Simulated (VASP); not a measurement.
# Cr2Si6Mo (C222) in VASP: single point with r2SCAN

Aim: the single point of Cr2Si6Mo with r2SCAN.

Everything below comes from runs of VASP 6.6.1. Logs are shortened: lines on timing, memory, paths and dates and some standing lists are left out, and cuts for length are marked.

## (1) The cell of the first run

It takes space group C222 (No. 21, orthorhombic). The conventional cell has a = 4.505 Å, b = 7.755 Å, c = 6.442 Å, α = 90.00°, β = 90.00°, γ = 90.00°. Cr (site symmetry 2) has 10 Si at 2.46 to 2.61 Å and 2 Cr at 3.10 Å and 2 Mo at 3.11 Å within 3.2 Å. Si (site symmetry 1) has 9 Si at 2.46 to 3.13 Å and 4 Cr at 2.46 to 2.61 Å and 1 Mo at 2.55 Å within 3.2 Å. Si (site symmetry 2) has 2 Cr at 2.52 Å and 9 Si at 2.53 to 3.13 Å and 3 Mo at 2.59 to 2.60 Å within 3.3 Å. Within 3.4 Å of Mo (site symmetry 222) lie 10 Si at 2.55 to 2.60 Å and 4 Cr at 3.11 Å.

## (2) Single point, r2SCAN

POSCAR reads:

```
Cr2Si6Mo
1.0
    2.2523953080     -3.8777341222      0.0000000000
    2.2523953080      3.8777341222      0.0000000000
    0.0000000000      0.0000000000      6.4422357418
Cr Si Mo
2 6 1
Direct
    0.0000000000      0.5000000000      0.3351257537
    0.5000000000      0.0000000000      0.6648742463
    0.8399397332      0.6708158591      0.6611174200
    0.1664540366      0.8335459634      0.0000000000
    0.6708158591      0.8399397332      0.3388825800
    0.1600602668      0.3291841409      0.6611174200
    0.8335459634      0.1664540366      0.0000000000
    0.3291841409      0.1600602668      0.3388825800
    0.5000000000      0.5000000000      0.0000000000
```

INCAR.step1 reads:

```
SYSTEM = Cr2Si6Mo
  PREC = Accurate
  ENCUT = 550
  ISMEAR = 0
  SIGMA = 0.01
  LREAL = .FALSE.
  LASPH = .TRUE.
  NELM = 120
  NBANDS = 41
  GGA = PE
  ALGO = Normal
  EDIFF = 1E-5
  LWAVE = .TRUE.
  LCHARG = .FALSE.
  GGA_COMPAT = .FALSE.
```

INCAR.step2 reads:

```
SYSTEM = Cr2Si6Mo
  PREC = Accurate
  ENCUT = 550
  EDIFF = 1E-6
  ISMEAR = 0
  SIGMA = 0.01
  LREAL = .FALSE.
  LASPH = .TRUE.
  NELM = 120
  ALGO = Normal
  ISIF = 2
  LWAVE = .FALSE.
  LCHARG = .FALSE.
  METAGGA = R2SCAN
  LMIXTAU = .TRUE.
  NBANDS = 41
  ISTART = 1
  GGA_COMPAT = .FALSE.
```

KPOINTS reads:

```
regular mesh
0
G
  10 10 6
  0 0 0
```

Potentials or basis: VASP PAW PBE potentials, release 64 (Cr_pv, Si, Mo_sv).

The run is started by

```bash
cat potpaw_PBE.64/Cr_pv/POTCAR potpaw_PBE.64/Si/POTCAR potpaw_PBE.64/Mo_sv/POTCAR > POTCAR
cp INCAR.step1 INCAR
mpirun -np 1 vasp_std > vasp.out
cp INCAR.step2 INCAR
mpirun -np 1 vasp_std > vasp.out
```

OUTCAR:

```text
SYSTEM = Cr2Si6Mo
   PREC = Accurate
   ENCUT = 550
   EDIFF = 1E-6
   ISMEAR = 0
   LREAL = .FALSE.
   LASPH = .TRUE.
   NELM = 120
   ISIF = 2
   METAGGA = R2SCAN
   ISTART = 1

 ion  position               nearest neighbor table
   1  0.000  0.500  0.335-   3 2.46   6 2.46   4 2.52   7 2.52   8 2.57   5 2.57   8 2.59   5 2.59
                             5 2.61   8 2.61   2 3.10   2 3.10   9 3.11   9 3.11
   2  0.500  0.000  0.665-   5 2.46   8 2.46   7 2.52   4 2.52   6 2.57   3 2.57   6 2.59   3 2.59
                             6 2.61   3 2.61   1 3.10   1 3.10   9 3.11   9 3.11
   3  0.840  0.671  0.661-   5 2.46   1 2.46   4 2.53   9 2.55   6 2.56   6 2.57   2 2.57   2 2.59
                             2 2.61   6 2.65   8 3.03   8 3.10   7 3.13   7 3.13
   4  0.166  0.834  0.000-   1 2.52   2 2.52   3 2.53   8 2.53   7 2.58   9 2.59   9 2.60   9 2.60
                             7 2.60   7 2.60   6 3.13   5 3.13   5 3.13   6 3.13
   5  0.671  0.840  0.339-   3 2.46   2 2.46   7 2.53   9 2.55   8 2.56   8 2.57   1 2.57   1 2.59
                             1 2.61   8 2.65   6 3.03   6 3.10   4 3.13   4 3.13
   6  0.160  0.329  0.661-   8 2.46   1 2.46   7 2.53   9 2.55   3 2.56   3 2.57   2 2.57   2 2.59
                             2 2.61   3 2.65   5 3.03   5 3.10   4 3.13   4 3.13
   7  0.834  0.166  0.000-   1 2.52   2 2.52   5 2.53   6 2.53   4 2.58   9 2.59   9 2.60   9 2.60
                             4 2.60   4 2.60   8 3.13   3 3.13   3 3.13   8 3.13
   8  0.329  0.160  0.339-   6 2.46   2 2.46   4 2.53   9 2.55   5 2.56   5 2.57   1 2.57   1 2.59
                             1 2.61   5 2.65   3 3.03   3 3.10   7 3.13   7 3.13
   9  0.500  0.500  0.000-   3 2.55   5 2.55   6 2.55   8 2.55   7 2.59   4 2.59   4 2.60   7 2.60
                             4 2.60   7 2.60   2 3.11   1 3.11   1 3.11   2 3.11

  LATTYP: Found a base centered orthorhombic cell.
 ALAT       =     4.5047906160
 B/A-ratio  =     1.7216045995
 C/A-ratio  =     1.4300855003

  Lattice vectors:

 A1 = (   2.2523953080,  -3.8777341222,   0.0000000000)
 A2 = (   2.2523953080,   3.8777341222,   0.0000000000)
 A3 = (   0.0000000000,   0.0000000000,   6.4422357418)

Analysis of symmetry for initial positions (statically):
=====================================================================
 Subroutine PRICEL returns:
 Original cell was already a primitive cell.

 Routine SETGRP: Setting up the symmetry group for a
 base centered orthorhombic supercell.

 Subroutine GETGRP returns: Found  4 space group operations
 (whereof  4 operations were pure point group operations)
 out of a pool of  8 trial point group operations.

The static configuration has the point symmetry D_2 .

Analysis of symmetry for dynamics (positions and initial velocities):
=====================================================================
 Subroutine PRICEL returns:
 Original cell was already a primitive cell.

 Routine SETGRP: Setting up the symmetry group for a
 base centered orthorhombic supercell.

 Subroutine GETGRP returns: Found  4 space group operations
 (whereof  4 operations were pure point group operations)
 out of a pool of  8 trial point group operations.

The dynamic configuration has the point symmetry D_2 .

 Subroutine INISYM returns: Found  4 space group operations
 (whereof  4 operations are pure point group operations),
 and found     1 'primitive' translations

----------------------------------------------------------------------------------------

                                     Primitive cell

  volume of cell :     112.5354

  direct lattice vectors                    reciprocal lattice vectors
     2.252395308 -3.877734122  0.000000000     0.221985900 -0.128941280  0.000000000
     2.252395308  3.877734122  0.000000000     0.221985900  0.128941280  0.000000000
     0.000000000  0.000000000  6.442235742     0.000000000  0.000000000  0.155225614

  length of vectors
     4.484429345  4.484429345  6.442235742     0.256716952  0.256716952  0.155225614

  position of ions in fractional coordinates (direct lattice)
     0.000000000  0.500000000  0.335125754
     0.500000000  0.000000000  0.664874246
     0.839939733  0.670815859  0.661117420
     0.166454037  0.833545963  0.000000000
     0.670815859  0.839939733  0.338882580
     0.160060267  0.329184141  0.661117420
     0.833545963  0.166454037  0.000000000
     0.329184141  0.160060267  0.338882580
     0.500000000  0.500000000  0.000000000

  ion indices of the primitive-cell ions
   primitive index   ion index
                 1           1
                 2           2
                 3           3
                 4           4
                 5           5
                 6           6
                 7           7
                 8           8
                 9           9

----------------------------------------------------------------------------------------

 KPOINTS: regular mesh

Automatic generation of k-mesh.
 Grid dimensions read from file:
 generate k-points for:   10   10    6

 Generating k-lattice:

  Cartesian coordinates                     Fractional coordinates (reciprocal lattice)
     0.022198590 -0.012894128  0.000000000     0.100000000  0.000000000  0.000000000
     0.022198590  0.012894128  0.000000000     0.000000000  0.100000000  0.000000000
     0.000000000  0.000000000  0.025870936     0.000000000  0.000000000  0.166666667

  Length of vectors
     0.025671695  0.025671695  0.025870936

  Shift w.r.t. Gamma in fractional coordinates (k-lattice)
     0.000000000  0.000000000  0.000000000

 Subroutine IBZKPT returns following result:
 ===========================================

 Found    124 irreducible k-points:

 Following reciprocal coordinates:
            Coordinates               Weight
  0.000000  0.000000  0.000000      1.000000
  0.100000 -0.000000  0.000000      4.000000
  0.200000 -0.000000  0.000000      4.000000
  0.300000 -0.000000  0.000000      4.000000
  0.400000 -0.000000  0.000000      4.000000
  0.500000 -0.000000  0.000000      2.000000
[... 16 lines left out ...]
  0.300000  0.300000  0.000000      2.000000
  0.400000  0.300000  0.000000      4.000000
 [... further k-points ...]
   k-points           NKPTS =    124   k-points in BZ     NKDIM =    124   number of bands    NBANDS=     41
   number of dos      NEDOS =    301   number of ions     NIONS =      9
   total plane-waves  NPLWV =  64800
   dimension x,y,z NGX =    36 NGY =   36 NGZ =   50
   dimension x,y,z NGXF=    72 NGYF=   72 NGZF=  100
   ions per type =               2   6   1
   NGX,Y,Z   is equivalent  to a cutoff of  13.35, 13.35, 12.90 a.u.
   NGXF,Y,Z  is equivalent  to a cutoff of  26.69, 26.69, 25.81 a.u.
 SYSTEM =  Cr2Si6Mo
   PREC   = accura    normal or accurate (medium, high low for compatibility)
   ISTART =      1    job   : 0-new  1-cont  2-samecut
   ICHARG =      0    charge: 1-file 2-atom 10-const
   ISPIN  =      1    spin polarized calculation?
   LNONCOLLINEAR =      F non collinear calculations
   LSORBIT =      F    spin-orbit coupling
   LASPH  =      T    aspherical Exc in radial PAW
   ENCUT  =  550.0 eV  40.42 Ry    6.36 a.u.   8.58  8.58 12.32*2*pi/ulx,y,z
   NELM   =    120;   NELMIN=  2; NELMDL=  0     # of ELM steps
   EDIFF  = 0.1E-05   stopping-criterion for ELM
   LREAL  =      F    real-space projection
   EDIFFG = 0.1E-04   stopping-criterion for IOM
   NSW    =      0    number of steps for IOM
   IBRION =     -1    ionic relax: 0-MD 1-quasi-New 2-CG
   NFREE  =      0    steps in history (QN), initial steepest desc. (CG)
   ISIF   =      2    stress and relaxation
   ISYM   =      2    0-nonsym 1-usesym 2-fastsym
   POTIM  = 0.5000    time-step for ionic-motion
   TEBEG  =    0.0;   TEEND  =   0.0 temperature during run
   PSTRESS=    0.0 pullay stress
   NELECT =      62.0000    total number of electrons
   NUPDOWN=      -1.0000    fix difference up-down
   EMIN   =  10.00;   EMAX   =-10.00  energy-range for DOS
   EFERMI =   0.00;   METHOD = LEGACY
   ISMEAR =     0;   SIGMA  =   0.01  broadening in eV -4-tet -1-fermi 0-gaus
   EFERMI_NEDOS =   21; number of points for ismear=-14 and -15
   IALGO  =     38    algorithm
   IMIX   =      4    mixing-type and parameters
     AMIX     =   0.40;   BMIX     =  1.00
     AMIX_MAG =   1.60;   BMIX_MAG =  1.00
  volume/ion in A,a.u.               =      12.50        84.38
  Fermi-wavevector in a.u.,A,eV,Ry     =   1.342071  2.536147 24.506213  1.801156
  Thomas-Fermi vector in A             =   2.470255
   LORBIT       =      0    0 simple, 1 ext, 2 COOP (PROOUT), +10 PAW based schemes
   METAGGA = R2SCAN    functional components
   LHFCALC =     F    Hartree Fock is set to
   AEXX    =    0.0000 exact exchange contribution
   IVDW    =     0    specifies the selected vdW correction
   LEPSILON=     F    determine dielectric tensor
   LRPA    =     F    only Hartree local field effects (RPA)
 non-spin polarized calculation
 Gauss-broadening in eV      SIGMA  =   0.01
  energy-cutoff  :      550.00
  volume of cell :      112.54
 maximum number of plane-waves:      3328
 NGX is ok and might be reduce to    36
   NGX = 17   NGY = 17   NGZ = 25

 number of electron      61.9999996 magnetization

 Free energy of the ion-electron system (eV)
  ---------------------------------------------------
  ext. energy  EPLUGINS =         0.00000000
  ---------------------------------------------------
  free energy    TOTEN  =      -111.31615458 eV

  energy without entropy =     -111.31615458  energy(sigma->0) =     -111.31615458

 E-fermi :  12.4347     XC(G=0): -13.3682

 val. band max:       12.1944634827   @ k =   0.5000  -0.0000   0.5000
 cond. band min:      12.6158600641   @ k =   0.5000  -0.0000   0.0000
 fundamental gap:      0.4213965814
 Fermi energy:        12.4346604657

 k-point     1 :       0.0000    0.0000    0.0000
  band No.  band energies     occupation
      1     -50.5398      2.00000
      2     -32.5227      2.00000
      3     -32.5039      2.00000
      4     -32.4692      2.00000
      5     -32.4634      2.00000
      6     -32.4358      2.00000
[... 1045 lines left out ...]
     40      15.3156      0.00000
     41      15.8408      0.00000

 [... further k-points ...]

------------------------ aborting loop because EDIFF is reached ----------------------------------------

  FORCE on cell =-STRESS in cart. coord.  units (eV):
  Direction    XX          YY          ZZ          XY          YZ          ZX
  --------------------------------------------------------------------------------------
  -------------------------------------------------------------------------------------
  Total       -3.1629542     -3.2005798     -3.1729556      0.0000000      0.0000000      0.0000000
  in kB      -45.0312744    -45.5669533    -45.1736656      0.0000000      0.0000000      0.0000000
  external PRESSURE =     -45.2572978 kB  Pullay stress =       0.0000000 kB

 VOLUME and BASIS-vectors are now :
 -----------------------------------------------------------------------------
  energy-cutoff  :      550.00
  volume of cell :      112.54
      direct lattice vectors                 reciprocal lattice vectors
     2.252395308 -3.877734122  0.000000000     0.221985900 -0.128941280  0.000000000
     2.252395308  3.877734122  0.000000000     0.221985900  0.128941280  0.000000000
     0.000000000  0.000000000  6.442235742     0.000000000  0.000000000  0.155225614

 POSITION                                       TOTAL-FORCE (eV/Angst)
 -----------------------------------------------------------------------------------
      1.12620      1.93887      2.15896         0.000000      0.000000     -0.004018
      1.12620     -1.93887      4.28328         0.000000      0.000000      0.004018
      3.40282     -0.65582      4.25907         0.034789      0.003520     -0.040437
      2.25240      2.58681      0.00000         0.000000     -0.004202      0.000000
      3.40282      0.65582      2.18316         0.034789     -0.003520      0.040437
      1.10197      0.65582      4.25907        -0.034789     -0.003520     -0.040437
      2.25240     -2.58681      0.00000         0.000000      0.004202      0.000000
      1.10197     -0.65582      2.18316        -0.034789      0.003520      0.040437
      2.25240      0.00000      0.00000         0.000000      0.000000      0.000000
 -----------------------------------------------------------------------------------
    total drift:                                0.000000      0.000000     -0.000000

  FREE ENERGIE OF THE ION-ELECTRON SYSTEM (eV)
  ---------------------------------------------------
  free  energy   TOTEN  =      -111.3161545831 eV

  energy  without entropy=     -111.3161545831  energy(sigma->0) =     -111.31615458
```

It took 59 min on 1 thread of Intel Xeon 8259CL, shared host; peak memory 0.65 GiB.

What came out:

| Quantity | Value |
| --- | --- |
| Free energy | -111.3162 eV |
| Pressure | -4.5 GPa |
| Largest force | 0.053 eV/Å |
| Band gap on the k mesh | 0.42 eV (least direct gap 0.63 eV) |

Forces in eV/Å, atoms in the order of the input:
```
Cr   0.000  0.000 -0.004
Cr   0.000  0.000  0.004
Si   0.035  0.004 -0.040
Si   0.000 -0.004  0.000
Si   0.035 -0.004  0.040
Si  -0.035 -0.004 -0.040
Si   0.000  0.004  0.000
Si  -0.035  0.004  0.040
Mo   0.000  0.000  0.000
```

Caveat: the cell stands under tension; the PAW data sets were made with another functional, which shifts forces and pressure a little. A k mesh can miss the band edges.
